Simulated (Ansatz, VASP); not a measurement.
**Two plane-wave programs on C**

```
C
1.0
     2.36638    0.00000    0.00000
    -1.18319    2.04935    0.00000
     0.00000    0.00000    6.46890
C
4
Cartesian
  0.0000 0.0000 0.0162
  0.0000 0.0000 3.2506
  0.0000 1.3662 0.0162
  1.1832 0.6831 3.2506
```

Change from the starting cell: strain -0.040 along x and y, -0.040 along z, atoms carried along.

Alike in both runs: task single point; functional PBE; dispersion D3(BJ); k mesh 24 × 24 × 8; occupations gaussian, width 0.15 eV; no spin polarisation.

|  | VASP | Ansatz |
| --- | --- | --- |
| version | VASP 6.6.1 | Ansatz 0.2.0 |
| potentials or method | VASP PAW PBE potentials, release 64 (C), cutoff 520 eV | scalar-relativistic, plane waves, PAW |
| valence electrons in the cell | 16 | 16 |

VASP gave:

```
gap on the k mesh at the Fermi level (eV)                     : none
pressure (GPa)                                                : 45.4
traceless stress, the component that is largest in VASP (GPa) : -43.80
```

Task: Which values does Ansatz return?

Result: gap on the k mesh at the Fermi level (eV): none; pressure (GPa): 45.0; traceless stress, the component that is largest in VASP (GPa): -43.24.

A gap of «none» marks a metal or a gap that the smearing closes. Both programs put the cell under a high pressure, so it lies far from rest at this level.
